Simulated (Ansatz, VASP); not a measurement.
## Sn2H: VASP beside Ansatz

```xyz
6
Lattice="3.6194 0.0000 0.0000 -1.8097 3.1345 0.0000 0.0000 0.0000 10.7562" Properties=species:S:1:pos:R:3 pbc="T T T"
Sn    0.0000    0.0000    5.3781
Sn    0.0000    0.0000    0.0000
Sn    1.8097    1.0448    2.6890
Sn    0.0000    2.0897    8.0671
H     1.8097    1.0448    8.0671
H     0.0000    2.0897    2.6890
```

Change from the starting cell: species swapped into the Mn2Ge type (P6_3/mmc, No. 194).

Alike in both runs: functional PBE; k mesh 12 × 12 × 6; occupations gaussian, width 0.1 eV; no spin polarisation.

Ansatz relaxed the structure, and its values are those at the end. VASP's run is a single point on that final structure, the one shown.

|  | VASP | Ansatz |
| --- | --- | --- |
| version | VASP 6.6.1 | Ansatz 0.2.0 |
| potentials or method | VASP PAW PBE potentials, release 64 (Sn_d, H), cutoff 520 eV | scalar-relativistic, plane waves, PAW |
| valence electrons in the cell | 58 | 58 |

VASP gave:

| Quantity | Value |
| --- | --- |
| gap on the k mesh at the Fermi level (eV) | none |
| pressure (GPa) | -0.1 |

Task: Estimate Ansatz's values.

Result: gap on the k mesh at the Fermi level (eV): none; pressure (GPa): 0.0.

A gap of «none» marks a metal or a gap that the smearing closes. With one functional, cell and mesh, what is left measures potentials, basis and numerics.
